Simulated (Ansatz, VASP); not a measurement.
**Two plane-wave programs on KTaO3**

File INCAR:

```
  ALGO = Normal
  EDIFF = 1E-7
  ENCUT = 520
  GGA = PE
  ISIF = 2
  ISMEAR = 0
  LASPH = T
  LCHARG = F
  LREAL = F
  LWAVE = F
  NBANDS = 27
  NELM = 80
  PREC = Accurate
  SIGMA = 0.05
```

File KPOINTS:

```
k-points
0
Gamma
  4 4 4
```

Contents of POSCAR:

```
KTaO3
1.0
    3.9882991392      0.0000000000      0.0000000000
    0.0000000000      3.9882991392      0.0000000000
    0.0000000000      0.0000000000      3.9882991392
K Ta O
1 1 3
Direct
    0.0000000000      0.0000000000      0.0000000000
    0.5000000000      0.5000000000      0.5000000000
    0.0000000000      0.5000000000      0.5000000000
    0.5000000000      0.5000000000      0.0000000000
    0.5000000000      0.0000000000      0.5000000000
```

Input for Ansatz:

```yaml
crystal:
  lattice:
    - [3.9882991392, 0.0, 0.0]
    - [0.0, 3.9882991392, 0.0]
    - [0.0, 0.0, 3.9882991392]
  atoms:
    - { symbol: K, position: [0.0, 0.0, 0.0] }
    - { symbol: Ta, position: [0.5, 0.5, 0.5] }
    - { symbol: O, position: [0.0, 0.5, 0.5] }
    - { symbol: O, position: [0.5, 0.5, 0.0] }
    - { symbol: O, position: [0.5, 0.0, 0.5] }
basis:
  ecutwfc: 420
  ecutrho_ratio: 4
kpoints:
  mp_grid: { grid: [4, 4, 4] }
hamiltonian:
  xc: pbe
scf:
  occupations: { method: gaussian, width: 0.05 }
output:
  forces: true
  stress: true
  eigenvalues: true
  populations: true
  write_density: true
  write_potential: true
  elf: true
  volumetric_format: npy
```

Alike in both runs: task single point; functional PBE; k mesh 4 × 4 × 4; occupations gaussian, width 0.05 eV; no spin polarisation.

```csv
,VASP,Ansatz
version,VASP 6.6.1,Ansatz 0.2.0
potentials or method,"VASP PAW PBE potentials, release 64 (K_sv, Ta_pv, O), cutoff 520 eV","scalar-relativistic, plane waves, PAW"
valence electrons in the cell,38,40
```

```csv
,VASP,Ansatz,Ansatz less VASP
gap on the k mesh at the Fermi level (eV),2.16,2.21,+0.047
least direct gap on the mesh (eV),2.78,2.82,+0.037
pressure (GPa),6.1,5.5,-0.67
```

VASP's potentials hold 38 valence electrons a cell and Ansatz's 40, so a difference there can come from the potentials and not from the codes.

Spin-orbit coupling is off throughout.
